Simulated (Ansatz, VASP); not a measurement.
## Two plane-wave programs on Sb

```
Sb
1.0
    12.72868    0.00000    0.00000
     0.00000    4.35278    0.00000
     0.00000    0.00000    4.59602
Sb
8
Cartesian
  1.6313 1.0882 1.4807
  4.7331 3.2646 3.7787
  7.9956 1.0882 0.8173
  11.0974 3.2646 3.1153
  1.7628 3.2646 3.4597
  4.6015 1.0882 1.1617
  8.1272 3.2646 3.4343
  10.9658 1.0882 1.1363
```

Alike in both runs: functional PBE; k mesh 4 × 10 × 8; occupations gaussian, width 0.1 eV; no spin polarisation.

Ansatz relaxed the structure, and its values are those at the end. VASP's run is a single point on that final structure, the one shown.

|  | VASP | Ansatz |
| --- | --- | --- |
| version | VASP 6.6.1 | Ansatz 0.2.0 |
| potentials or method | VASP PAW PBE potentials, release 64 (Sb), cutoff 520 eV | scalar-relativistic, plane waves, PAW |
| valence electrons in the cell | 40 | 120 |

|  | VASP | Ansatz | Ansatz less VASP |
| --- | --- | --- | --- |
| gap on the k mesh at the Fermi level (eV) | none | none | - |
| pressure (GPa) | 0.1 | 0.0 | -0.03 |
| rms of the force components (eV/Å) | 0.021 | 0.004 | -0.0171 |

A gap of «none» marks a metal or a gap that the smearing closes. With one functional, cell and mesh, what is left measures potentials, basis and numerics. VASP's potentials hold 40 valence electrons a cell and Ansatz's 120, so a difference there can come from the potentials and not from the codes.

Spin-orbit coupling is off throughout.
